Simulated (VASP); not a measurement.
Sc2Mo:

```xyz
3
Lattice="4.4529 0.0000 0.0000 -2.2264 3.8563 0.0000 0.0000 0.0000 3.1539" Properties=species:S:1:pos:R:3 pbc="T T T"
Sc    2.2264    1.2854    1.5769
Sc    0.0000    2.5709    1.5769
Mo    0.0000    0.0000    0.0000
```

The cell was generated, and may not be a known phase.

* Program: VASP 6.6.1
* Task: relaxation of cell and atoms
* Functional: PBE
* Potentials or basis: VASP PAW PBE potentials, release 64 (Sc_sv, Mo_sv)
* Cutoff: 600 eV
* k mesh: 6 × 6 × 6
* Occupations: gaussian, width 0.1 eV
* Spin: no spin polarisation

At the start: pressure 8.7 GPa; volume 18.05 Å³/atom.

Q: How do energy, volume and symmetry change on relaxing?

A: Over 5 steps the energy falls by 229.6 meV/atom and the volume is 19.57 Å³/atom (+8.4 %); space group P6/mmm (No. 191, to 0.1 Å) before and after.

Step by step:
| step | energy change (eV) | largest force (eV/Å) | pressure (GPa) | volume (Å³) |
| --- | --- | --- | --- | --- |
| 1 | 0.0000 | 0.0000 | 8.68 | 54.16 |
| 2 | -0.6077 | 0.0000 | -4.63 | 61.79 |
| 3 | -0.6075 | 0.0000 | -4.35 | 61.57 |
| 4 | -0.6822 | 0.0000 | 1.34 | 57.97 |
| 5 | -0.6889 | 0.0000 | -0.01 | 58.72 |

Final structure:
```xyz
3
Lattice="4.8698 0.0000 0.0000 -2.4349 4.2174 0.0000 0.0000 0.0000 2.8593" Properties=species:S:1:pos:R:3 pbc="T T T"
Sc    2.4349    1.4058    1.4297
Sc    0.0000    2.8116    1.4297
Mo    0.0000    0.0000    0.0000
```
